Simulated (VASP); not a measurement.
# Ru (P6_3/mmc) in VASP: further runs

Ru is run at these levels: PBEsol; tasks: electric field gradients.

All numbers are computed with VASP 6.6.1; they aren't measurements. Logs are shortened: lines on timing, memory, paths and dates and some standing lists are left out, and cuts for length are marked.

## Step 1: The cell of the first run

Symmetry: P6_3/mmc, No. 194, hexagonal system. The conventional cell has a = 2.625 Å, b = 2.625 Å, c = 4.282 Å, α = 90.00°, β = 90.00°, γ = 120.00°. Ru (site symmetry -6m2) has 12 Ru at 2.62 Å within 3.5 Å.

## Step 2: Electric field gradients, PBEsol (equal xx and yy strain of -3 %)

The input, INCAR:

```
ALGO = Normal
EDIFF = 1E-8
ENCUT = 520
GGA = PS
ISIF = 2
ISMEAR = -1
LASPH = True
LCHARG = False
LEFG = True
LREAL = False
LWAVE = False
NBANDS = 21
NELM = 80
PREC = Accurate
SIGMA = 0.03
```

The input, KPOINTS:

```
k-points
0
Gamma
  14 14 8
```

The input, POSCAR:

```
Ru
1.0
    2.6246253542      0.0000000000      0.0000000000
   -1.3123126771      2.2729922322      0.0000000000
    0.0000000000      0.0000000000      4.2819000000
Ru
2
Direct
    0.3333333333      0.6666666667      0.2500000000
    0.6666666667      0.3333333333      0.7500000000
```

Potentials or basis: VASP PAW PBE potentials, release 64 (Ru_pv).

On the command line:

```sh
$ cat potpaw_PBE.64/Ru_pv/POTCAR > POTCAR
$ mpirun -np 1 vasp_std > vasp.out
```

OUTCAR:

```text
EDIFF = 1E-8
   ENCUT = 520
   GGA = PS
   ISIF = 2
   ISMEAR = -1
   LASPH = True
   LREAL = False
   NELM = 80
   PREC = Accurate

 ion  position               nearest neighbor table
   1  0.333  0.667  0.250-   2 2.62   2 2.62   2 2.62   2 2.62   2 2.62   2 2.62
   2  0.667  0.333  0.750-   1 2.62   1 2.62   1 2.62   1 2.62   1 2.62   1 2.62

  LATTYP: Found a hexagonal cell.
 ALAT       =     2.6246253542
 C/A-ratio  =     1.6314328417

  Lattice vectors:

 A1 = (   2.6246253542,   0.0000000000,   0.0000000000)
 A2 = (  -1.3123126771,   2.2729922322,   0.0000000000)
 A3 = (   0.0000000000,   0.0000000000,   4.2819000000)

Analysis of symmetry for initial positions (statically):
=====================================================================
 Subroutine PRICEL returns:
 Original cell was already a primitive cell.

 Routine SETGRP: Setting up the symmetry group for a
 hexagonal supercell.

 Subroutine GETGRP returns: Found 24 space group operations
 (whereof 12 operations were pure point group operations)
 out of a pool of 24 trial point group operations.

The static configuration has the point symmetry D_3d.
 The point group associated with its full space group is D_6h.

Analysis of symmetry for dynamics (positions and initial velocities):
=====================================================================
 Subroutine PRICEL returns:
 Original cell was already a primitive cell.

 Routine SETGRP: Setting up the symmetry group for a
 hexagonal supercell.

 Subroutine GETGRP returns: Found 24 space group operations
 (whereof 12 operations were pure point group operations)
 out of a pool of 24 trial point group operations.

The dynamic configuration has the point symmetry D_3d.
 The point group associated with its full space group is D_6h.

 Subroutine INISYM returns: Found 24 space group operations
 (whereof 12 operations are pure point group operations),
 and found     1 'primitive' translations

----------------------------------------------------------------------------------------

                                     Primitive cell

  volume of cell :      25.5448

  direct lattice vectors                    reciprocal lattice vectors
     2.624625354  0.000000000  0.000000000     0.381006759  0.219974355  0.000000000
    -1.312312677  2.272992232  0.000000000     0.000000000  0.439948710  0.000000000
     0.000000000  0.000000000  4.281900000     0.000000000  0.000000000  0.233541185

  length of vectors
     2.624625354  2.624625354  4.281900000     0.439948710  0.439948710  0.233541185

  position of ions in fractional coordinates (direct lattice)
     0.333333333  0.666666667  0.250000000
     0.666666667  0.333333333  0.750000000

  ion indices of the primitive-cell ions
   primitive index   ion index
                 1           1
                 2           2

----------------------------------------------------------------------------------------

 KPOINTS: k-points

Automatic generation of k-mesh.
 Grid dimensions read from file:
 generate k-points for:   14   14    8

 Generating k-lattice:

  Cartesian coordinates                     Fractional coordinates (reciprocal lattice)
     0.027214769  0.015712454  0.000000000     0.071428571  0.000000000  0.000000000
     0.000000000  0.031424908  0.000000000     0.000000000  0.071428571  0.000000000
     0.000000000  0.000000000  0.029192648     0.000000000  0.000000000  0.125000000

  Length of vectors
     0.031424908  0.031424908  0.029192648

  Shift w.r.t. Gamma in fractional coordinates (k-lattice)
     0.000000000  0.000000000  0.000000000

 Subroutine IBZKPT returns following result:
 ===========================================

 Found    120 irreducible k-points:

 Following reciprocal coordinates:
            Coordinates               Weight
  0.000000  0.000000  0.000000      1.000000
  0.071429 -0.000000  0.000000      6.000000
  0.142857  0.000000  0.000000      6.000000
  0.214286  0.000000  0.000000      6.000000
  0.285714 -0.000000  0.000000      6.000000
  0.357143  0.000000  0.000000      6.000000
[... 16 lines left out ...]
  0.285714  0.285714  0.000000      6.000000
  0.357143  0.285714  0.000000      6.000000
 [... further k-points ...]
   k-points           NKPTS =    120   k-points in BZ     NKDIM =    120   number of bands    NBANDS=     21
   number of dos      NEDOS =    301   number of ions     NIONS =      2
   total plane-waves  NPLWV =  12800
   dimension x,y,z NGX =    20 NGY =   20 NGZ =   32
   dimension x,y,z NGXF=    40 NGYF=   40 NGZF=   64
   ions per type =               2
   NGX,Y,Z   is equivalent  to a cutoff of  12.67, 12.67, 12.42 a.u.
   NGXF,Y,Z  is equivalent  to a cutoff of  25.34, 25.34, 24.85 a.u.
 SYSTEM =  unknown system
   PREC   = accura    normal or accurate (medium, high low for compatibility)
   ISTART =      0    job   : 0-new  1-cont  2-samecut
   ICHARG =      2    charge: 1-file 2-atom 10-const
   ISPIN  =      1    spin polarized calculation?
   LNONCOLLINEAR =      F non collinear calculations
   LSORBIT =      F    spin-orbit coupling
   LASPH  =      T    aspherical Exc in radial PAW
   ENCUT  =  520.0 eV  38.22 Ry    6.18 a.u.   4.88  4.88  7.96*2*pi/ulx,y,z
   NELM   =     80;   NELMIN=  2; NELMDL= -5     # of ELM steps
   EDIFF  = 0.1E-07   stopping-criterion for ELM
   LREAL  =      F    real-space projection
   EDIFFG = 0.1E-06   stopping-criterion for IOM
   NSW    =      0    number of steps for IOM
   IBRION =     -1    ionic relax: 0-MD 1-quasi-New 2-CG
   NFREE  =      0    steps in history (QN), initial steepest desc. (CG)
   ISIF   =      2    stress and relaxation
   ISYM   =      2    0-nonsym 1-usesym 2-fastsym
   POTIM  = 0.5000    time-step for ionic-motion
   TEBEG  =    0.0;   TEEND  =   0.0 temperature during run
   PSTRESS=    0.0 pullay stress
   NELECT =      28.0000    total number of electrons
   NUPDOWN=      -1.0000    fix difference up-down
   EMIN   =  10.00;   EMAX   =-10.00  energy-range for DOS
   EFERMI =   0.00;   METHOD = LEGACY
   ISMEAR =    -1;   SIGMA  =   0.03  broadening in eV -4-tet -1-fermi 0-gaus
   EFERMI_NEDOS =   21; number of points for ismear=-14 and -15
   IALGO  =     38    algorithm
   IMIX   =      4    mixing-type and parameters
     AMIX     =   0.40;   BMIX     =  1.00
     AMIX_MAG =   1.60;   BMIX_MAG =  1.00
  volume/ion in A,a.u.               =      12.77        86.19
  Fermi-wavevector in a.u.,A,eV,Ry     =   1.687953  3.189768 38.765501  2.849184
  Thomas-Fermi vector in A             =   2.770346
   LORBIT       =      0    0 simple, 1 ext, 2 COOP (PROOUT), +10 PAW based schemes
   GGA     = PS    functional components
   LHFCALC =     F    Hartree Fock is set to
   AEXX    =    0.0000 exact exchange contribution
   IVDW    =     0    specifies the selected vdW correction
   LEPSILON=     F    determine dielectric tensor
   LRPA    =     F    only Hartree local field effects (RPA)
 non-spin polarized calculation
  energy-cutoff  :      520.00
  volume of cell :       25.54
 maximum number of plane-waves:       703
 NGX is ok and might be reduce to    20
   NGX =  9   NGY =  9   NGZ = 15

 number of electron      27.9999998 magnetization

 Free energy of the ion-electron system (eV)
  ---------------------------------------------------
  ext. energy  EPLUGINS =         0.00000000
  ---------------------------------------------------
  free energy    TOTEN  =       -20.25284430 eV

  energy without entropy =      -20.24575241  energy(sigma->0) =      -20.24929836

 E-fermi :  13.8340     XC(G=0): -14.6629

 val. band max:       13.8268729100   @ k =   0.1429   0.1429   0.2500
 cond. band min:      13.8372257960   @ k =   0.0714  -0.0000   0.3750
 fundamental gap:      0.0103528860
 Fermi energy:        13.8339613171

 k-point     1 :       0.0000    0.0000    0.0000
  band No.  band energies     occupation
      1     -29.9560      2.00000
      2     -28.8054      2.00000
      3     -28.8054      2.00000
      4     -28.6405      2.00000
      5     -28.6300      2.00000
      6     -28.6300      2.00000
[... 13 lines left out ...]
     20      24.0660      0.00000
     21      24.5019      0.00000
[... 529 lines left out ...]
 k-point    24 :       0.3571    0.2857    0.0000
  band No.  band energies     occupation
      1     -29.6298      2.00000
      2     -29.4327      2.00000
      3     -29.4094      2.00000
      4     -29.2000      2.00000
      5     -29.1827      2.00000
      6     -29.0940      2.00000
[... 13 lines left out ...]
     20      24.0679      0.00000
     21      24.0692      0.00000

 [... further k-points ...]

------------------------ aborting loop because EDIFF is reached ----------------------------------------

  FORCE on cell =-STRESS in cart. coord.  units (eV):
  Direction    XX          YY          ZZ          XY          YZ          ZX
  --------------------------------------------------------------------------------------
  -------------------------------------------------------------------------------------
  Total        3.5797532      3.5797532      0.5859022      0.0000000      0.0000000      0.0000000
  in kB      224.5235381    224.5235381     36.7480204      0.0000000      0.0000000      0.0000000
  external PRESSURE =     161.9316989 kB  Pullay stress =       0.0000000 kB

 VOLUME and BASIS-vectors are now :
 -----------------------------------------------------------------------------
  energy-cutoff  :      520.00
  volume of cell :       25.54
      direct lattice vectors                 reciprocal lattice vectors
     2.624625354  0.000000000  0.000000000     0.381006759  0.219974355  0.000000000
    -1.312312677  2.272992232  0.000000000     0.000000000  0.439948710  0.000000000
     0.000000000  0.000000000  4.281900000     0.000000000  0.000000000  0.233541185

 POSITION                                       TOTAL-FORCE (eV/Angst)
 -----------------------------------------------------------------------------------
     -0.00000      1.51533      1.07048        -0.000000     -0.000000      0.000000
      1.31231      0.75766      3.21143         0.000000      0.000000      0.000000
 -----------------------------------------------------------------------------------
    total drift:                                0.000000     -0.000000      0.000000

  FREE ENERGIE OF THE ION-ELECTRON SYSTEM (eV)
  ---------------------------------------------------
  free  energy   TOTEN  =       -20.2528443041 eV

  energy  without entropy=      -20.2457524069  energy(sigma->0) =      -20.24929836

 Electric field gradients (V/A^2)
---------------------------------------------------------------------
 ion       V_xx      V_yy      V_zz      V_xy      V_xz      V_yz
---------------------------------------------------------------------
   1       1.160     1.159    -2.319    -0.001     0.000    -0.000
   2       1.160     1.159    -2.319    -0.001    -0.000     0.000
---------------------------------------------------------------------

 Electric field gradients after diagonalization (V/A^2)
 (convention: |V_zz| > |V_xx| > |V_yy|)
----------------------------------------------------------------------
 ion       V_xx      V_yy      V_zz     asymmetry (V_yy - V_xx)/ V_zz
----------------------------------------------------------------------
   1       1.161     1.158    -2.319       0.001
   2       1.161     1.158    -2.319       0.001
----------------------------------------------------------------------

           NMR quadrupolar parameters

 Cq : quadrupolar parameter    Cq=e*Q*V_zz/h
 eta: asymmetry parameters     (V_yy - V_xx)/ V_zz
 Q  : nuclear electric quadrupole moment in mb (millibarn)
----------------------------------------------------------------------
 ion       Cq(MHz)       eta       Q (mb)
----------------------------------------------------------------------
   1      -0.006       0.001       1.000
   2      -0.006       0.001       1.000
----------------------------------------------------------------------
```

Wall time 75 s (1 thread of AMD EPYC 7R13, shared host); peak memory 0.14 GiB.

What came out:

```yaml
Free_energy: -20.2528 eV
Pressure: 16.2 GPa
Band_gap_on_the_k_mesh: zero (bands 14 and 15 overlap by 3.51 eV)
Largest_electric_field_gradient_by_atom: Ru -2.3 V/Å²
```

Stress tensor (GPa, compression positive):
```
22.45  0.00  0.00
 0.00 22.45  0.00
 0.00  0.00  3.67
```

Electric field gradients, principal values (V/Å²):
| atom | least | middle | greatest (by size) |
| --- | --- | --- | --- |
| 1 Ru | 1.158 | 1.161 | -2.319 |
| 2 Ru | 1.158 | 1.161 | -2.319 |

Caveat: the cell differs from its parent crystal (equal xx and yy strain of -3 %); the cell stands under pressure; without QUAD_EFG the Cq values of the log hold for a quadrupole moment of 1 mb, not for the nuclei; the PAW data sets were made with another functional, which shifts forces and pressure a little.

(Continued in part 2 of 3.)
